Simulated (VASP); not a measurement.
Set up this calculation in VASP 6.6.1, as the native input.

- Task: single point
- Functional: PBE
- Dispersion: D3(BJ)
- Potentials or basis: VASP PAW PBE potentials, release 64 (Si, O)
- Cutoff: 520 eV
- k mesh: 4 × 4 × 1
- Occupations: gaussian, width 0.1 eV
- Spin: no spin polarisation
- Dipole correction: yes
- Further INCAR settings: ALGO = Normal; EDIFF = 1e-06; NBANDS = 25

The structure of SiO2 lies in POSCAR:

```
SiO2
1.0
    3.3350417848      0.0000000000      0.0000000000
    0.0000000000      3.3350417848      0.0000000000
    0.0000000000      0.0000000000     30.7163372800
Si O
2 4
Direct
    0.0000000000      0.0000000000      0.2389182532
    0.0000000000      0.0000000000      0.3473400302
    0.0000000000      0.5000000000      0.2375279441
    0.5000000000      0.0000000000      0.2375279441
    0.0000000000      0.5000000000      0.3487256636
    0.5000000000      0.0000000000      0.3487256636
```

One way to write it, as run:

INCAR

```
PREC = Accurate ; ENCUT = 520
EDIFF = 1E-6 ; ISMEAR = 0
SIGMA = 0.1 ; LREAL = F
LASPH = T ; NELM = 60
ALGO = Normal ; ISIF = 2
LWAVE = F ; LCHARG = F
LDIPOL = T ; IDIPOL = 3
DIPOL = 0.5 0.5 0.293 ; GGA = PE
IVDW = 12 ; NBANDS = 25
```

KPOINTS

```
regular mesh
0
Gamma
  4 4 1
```

Potentials or basis: VASP PAW PBE potentials, release 64 (Si, O).

Command:

```bash
$ cat potpaw_PBE.64/Si/POTCAR potpaw_PBE.64/O/POTCAR > POTCAR
$ mpirun -np 1 vasp_std > vasp.out
```

Results of the run:

```json
{
 "Band gap on the k mesh": "zero (bands 16 and 17 overlap by 0.49 eV)",
 "Dispersion energy per atom": "-0.107 eV"
}
```

Caveat: the k points lie up to 0.47 Å⁻¹ apart.

It took 55 s on 1 thread of Intel(R) Xeon(R) 6975P-C (Granite Rapids), on a shared host, peak memory 0.45 GiB.
